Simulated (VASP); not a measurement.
Bi, 1 atom in the cell. The structure is cubic, space group Pm-3m (No. 221). Conventional cell: a = 2.843 Å, b = 2.843 Å, c = 2.843 Å, α = 90.00°, β = 90.00°, γ = 90.00°. Bi (site symmetry m-3m) has 6 Bi at 2.84 Å within 3.7 Å. 

```yaml
Program: VASP 6.6.1
Task: single point
Functional: LDA
Potentials_or_basis: VASP PAW LDA potentials, release 64 (Bi_d)
Cutoff: 500 eV
k_mesh: 5 × 5 × 5
Occupations: gaussian, width 0.1 eV
Spin: no spin polarisation
Dipole_correction: no
Further_INCAR_settings: ALGO = Normal; EDIFF = 1e-06; NBANDS = 14
```

Potentials or basis: VASP PAW LDA potentials, release 64 (Bi_d).

Run with:

```console
$ cat potpaw_LDA.64/Bi_d/POTCAR > POTCAR
$ mpirun -np 1 vasp_std > vasp.out
```

Hardware: 1 thread of AMD EPYC 7R13 (shared host).

**Question.** Estimate the wall time of this run.

**Answer.** It took 5.6 s on 1 thread of AMD EPYC 7R13, with other jobs on the host, peak memory 0.09 GiB. Counts: scf iterations 10, k points 10.
